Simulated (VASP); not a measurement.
Input of a VASP 6.6.1 run:

Contents of INCAR:

```
  ALGO = Fast
  EDIFF = 1E-6
  ENCUT = 520
  GGA = PE
  ISIF = 2
  ISMEAR = 0
  LASPH = T
  LCHARG = F
  LREAL = F
  LWAVE = F
  NBANDS = 20
  NELM = 100
  PREC = Accurate
  SIGMA = 0.1
```

KPOINTS

```
k-points
0
Gamma
  6 6 10
```

POSCAR

```
K
1.0
    7.7960003413      0.0000000000      0.0000000000
   -3.8980001706      6.7515343435      0.0000000000
    0.0000000000      0.0000000000      4.6627985918
K
3
Direct
    0.0000000000      0.0000000000      0.5000000000
    0.3333333333      0.6666666667      0.0000000000
    0.6666666667      0.3333333333      0.0000000000
```

Potentials or basis: VASP PAW PBE potentials, release 64 (K_sv).

Launch:

```console
$ cat potpaw_PBE.64/K_sv/POTCAR > POTCAR
$ mpirun -np 1 vasp_std > vasp.out
```

(1) What does it give for the band gap on the k mesh?

(2) Estimate the pressure.

Results:

(1) zero (an odd number of electrons rules out a gap without spin polarisation).

(2) -0.3 GPa.
